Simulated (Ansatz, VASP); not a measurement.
## Ba2Re: VASP beside Ansatz

```
CELL_PARAMETERS angstrom
3.74591 0.00000 0.00000
-1.87295 3.24405 0.00000
0.00000 0.00000 17.53215
ATOMIC_POSITIONS crystal
Ba 0.33333 0.66667 0.62264
Ba 0.66667 0.33333 0.12264
Ba 0.33333 0.66667 0.87736
Ba 0.66667 0.33333 0.37736
Re 0.33333 0.66667 0.25000
Re 0.66667 0.33333 0.75000
```

Alike in both runs: functional PBE; k mesh 6 × 6 × 2; occupations gaussian, width 0.1 eV; no spin polarisation.

Ansatz relaxed the structure, and its values are those at the end. VASP's run is a single point on that final structure, the one shown.

|  | VASP | Ansatz |
| --- | --- | --- |
| version | VASP 6.6.1 | Ansatz 0.2.0 |
| potentials or method | VASP PAW PBE potentials, release 64 (Ba_sv, Re_sv_GW), cutoff 560 eV | scalar-relativistic, plane waves, PAW |
| valence electrons in the cell | 70 | 70 |

|  | VASP | Ansatz | Ansatz less VASP |
| --- | --- | --- | --- |
| gap on the k mesh at the Fermi level (eV) | none | none | - |
| pressure (GPa) | 1.0 | 0.0 | -0.99 |
| rms of the force components (eV/Å) | 0.100 | 0.001 | -0.0986 |

A gap of «none» marks a metal or a gap that the smearing closes.

Spin-orbit coupling is off throughout.
